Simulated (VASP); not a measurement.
Crystal: Li.

```
Li
1.0
     1.71834   -5.45094    0.00000
     1.71834    5.45094    0.00000
     0.00000    0.00000    4.54764
Li
4
Direct
  0.09800 0.90200 0.91000
  0.59800 0.40200 0.59000
  0.90200 0.09800 0.09000
  0.40200 0.59800 0.41000
```

* Program: VASP 6.6.1
* Task: relaxation of cell and atoms
* Functional: PBEsol
* Potentials or basis: VASP PAW PBE potentials, release 64 (Li_sv)
* Cutoff: 600 eV
* k mesh: 6 × 6 × 4
* Occupations: gaussian, width 0.1 eV
* Spin: no spin polarisation

At the start: pressure 2.1 GPa; volume 21.30 Å³/atom.

Problem. Where does the relaxation end?

Solution. Over 20 steps the energy falls by 444.5 meV/atom and the volume is 20.06 Å³/atom (-5.8 %); space group Fmmm (No. 69, to 0.05 Å).

The path:
```tsv
step	energy change (eV)	largest force (eV/Å)	pressure (GPa)	volume (Å³)
1	0.0000	1.5156	2.12	85.19
2	-0.4582	1.2623	0.93	88.69
3	-1.2071	0.6311	-1.49	99.59
4	-1.2973	0.4586	-2.06	103.95
5	-1.3104	0.4006	-2.25	105.82
6	-1.5357	0.2453	-1.83	97.29
7	-1.6602	0.1338	-1.02	87.66
8	-1.6632	0.1580	-0.80	85.91
9	-1.7126	0.1128	-0.21	81.58
10	-1.7239	0.0850	0.23	78.95
11	-1.7241	0.0810	0.31	78.51
12	-1.7343	0.0365	0.19	79.23
13	-1.7473	0.0720	-0.04	80.90
14	-1.7219	0.2574	-0.39	83.96
15	-1.7489	0.1199	-0.10	81.49
16	-1.7576	0.1212	-0.14	81.74
17	-1.7612	0.1236	-0.24	82.36
18	-1.7643	0.1229	-0.21	82.14
19	-1.7706	0.0967	-0.15	81.67
20	-1.7780	0.0279	0.05	80.25
```

Final structure:
```
CELL_PARAMETERS angstrom
1.57372 -5.23532 0.00000
1.57372 5.23532 0.00000
0.00000 0.00000 4.86989
ATOMIC_POSITIONS crystal
Li 0.13142 0.86858 0.99993
Li 0.63142 0.36858 0.50007
Li 0.86858 0.13142 0.00007
Li 0.36858 0.63142 0.49993
```

Caveat: the cutoff is under 1.25 times the usual one of these potentials, so pressure, stress and relaxed cells hold a basis-set (Pulay) error; the PAW data sets were made with another functional, which shifts forces and pressure a little.
